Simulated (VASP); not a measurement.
Ni:

```
CELL_PARAMETERS angstrom
0.00000 3.53173 3.53173
1.76587 0.00000 1.76587
1.76587 1.76587 0.00000
ATOMIC_POSITIONS crystal
Ni 0.00000 0.00000 0.00000
Ni 0.50000 0.00000 0.00000
```

Base run:

| Property | Result |
| --- | --- |
| Program | VASP 6.6.1 |
| Functional | r2SCAN |
| Potentials or basis | VASP PAW PBE potentials, release 64 (Ni) |
| Cutoff | 520 eV |
| k mesh | 7 × 14 × 14 |
| Occupations | fermi-dirac, width 0.05 eV |
| Spin | collinear spin, ferromagnetic start |
| Starting moments | [2.0, 2.0] μB |

Its results: pressure -8.5 GPa; net moment 1.50 μB per cell; site moments Ni +0.78 μB.

Question: The run is repeated on the same cell with these changes: spin from collinear spin, ferromagnetic start to collinear spin, antiferromagnetic start; moments at the start from [2.0, 2.0] to [2.0, -2.0]. What comes out?

Answer: Pressure -8.8 GPa; net moment 0.00 μB per cell; site moments Ni +0.55, -0.55 μB.

Caveats: the cell stands under tension; the PAW data sets were made with another functional, which shifts forces and pressure a little; the antiferromagnetic order is the one typed at the start, and another may lie lower (at least some runs).
